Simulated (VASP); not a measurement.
## Pb: single point with r2SCAN

Crystal: Pb.

```xyz
1
Lattice="0.0000 2.4416 2.4416 2.4416 0.0000 2.4416 2.4416 2.4416 0.0000" Properties=species:S:1:pos:R:3 pbc="T T T"
Pb    0.0000    0.0000    0.0000
```

* Program: VASP 6.6.1
* Task: single point
* Functional: r2SCAN
* Potentials or basis: VASP PAW PBE potentials, release 64 (Pb_d)
* Cutoff: 520 eV
* k mesh: 9 × 9 × 9
* Occupations: fermi-dirac, width 0.05 eV
* Spin: non-collinear spin, zero start, spin-orbit coupling
* Starting moments: [[0.0, 0.0, 0.0]] μB
* Dipole correction: no
* Further INCAR settings: ALGO = Normal; EDIFF = 1e-06; NBANDS = 25

* Pressure: 3.5 GPa
* Net moment: 0.00 μB per cell
* Valence electrons inside the program's atomic spheres: Pb 11.98

Moments on the atoms (μB; x, y, z):
```
Pb  0.00 0.00 0.00
```

Run time: 7.6 min on 1 thread of Intel(R) Xeon(R) Platinum 8259CL CPU @ 2.50GHz (Skylake/Cascade Lake) (shared host), peak memory 0.3 GiB.

Caveat: the cell stands under pressure; the PAW data sets were made with another functional, which shifts forces and pressure a little.
